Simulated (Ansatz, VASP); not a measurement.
## One calculation of W, two programs

```
W
1.0
     0.00000    1.98642    1.98642
     1.98642    0.00000    1.98642
     1.98642    1.98642    0.00000
W
1
Direct
  0.00000 0.00000 0.00000
```

Alike in both runs: functional LDA; k mesh 18 × 18 × 18; occupations fermi-dirac, width 0.05 eV; no spin polarisation.

Ansatz relaxed the structure, and its values are those at the end. VASP's run is a single point on that final structure, the one shown.

```csv
,VASP,Ansatz
version,VASP 6.6.1,Ansatz 0.2.0
potentials or method,"VASP PAW LDA potentials, release 64 (W_sv), cutoff 520 eV","all-electron LAPW, scalar-relativistic"
```

```tsv
	VASP	Ansatz	Ansatz less VASP
pressure (GPa)	1.8	0.0	-1.85
```

LDA's correlation is that of Perdew and Zunger in VASP and of Perdew and Wang (1992) in Ansatz. Ansatz ran all-electron here, and VASP with PAW potentials.

Spin-orbit coupling is off throughout.
